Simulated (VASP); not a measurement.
# ZnCu: single point with PBEsol

Crystal: ZnCu.

```xyz
2
Lattice="3.1320 0.7246 0.7246 0.7246 3.1320 0.7246 0.7246 0.7246 3.1320" Properties=species:S:1:pos:R:3 pbc="T T T"
Zn    2.2906    2.2906    2.2906
Cu    0.0000    0.0000    0.0000
```

- Program: VASP 6.6.1
- Task: single point
- Functional: PBEsol
- Potentials or basis: VASP PAW PBE potentials, release 64 (Zn, Cu)
- Cutoff: 520 eV
- k mesh: 18 × 18 × 18
- Occupations: gaussian, width 0.15 eV
- Spin: no spin polarisation
- Dipole correction: no
- Further INCAR settings: ALGO = Fast; EDIFF = 1e-06; NBANDS = 18

- Pressure: 11.1 GPa
- Band gap on the k mesh: zero (an odd number of electrons rules out a gap without spin polarisation)

Stress tensor (GPa, compression positive):
```
11.12 -0.98 -0.98
-0.98 11.12 -0.98
-0.98 -0.98 11.12
```

Levels at points of the mesh, in eV from the Fermi level:
```csv
k point,band 8,band 9,band 10,band 11,band 12,band 13,band 14,band 15
"(0.00, 0.00, 0.00)",-3.41,-3.35,-3.05,-3.05,7.73,7.73,8.89,12.44
"(0.50, 0.00, 0.00)",-4.03,-3.93,-3.32,-3.24,-2.36,9.08,9.28,9.37
"(0.50, 0.50, 0.00)",-3.22,-3.14,-3.13,-2.98,-0.28,2.00,2.87,6.47
"(0.50, 0.50, 0.50)",-4.06,-4.06,-3.23,-3.23,-2.06,8.60,8.60,8.82
```

It took 3 min on 1 thread of Intel(R) Xeon(R) 6975P-C (Granite Rapids), on a shared host, peak memory 0.4 GiB.

Caveat: the cell stands under pressure; the PAW data sets were made with another functional, which shifts forces and pressure a little.
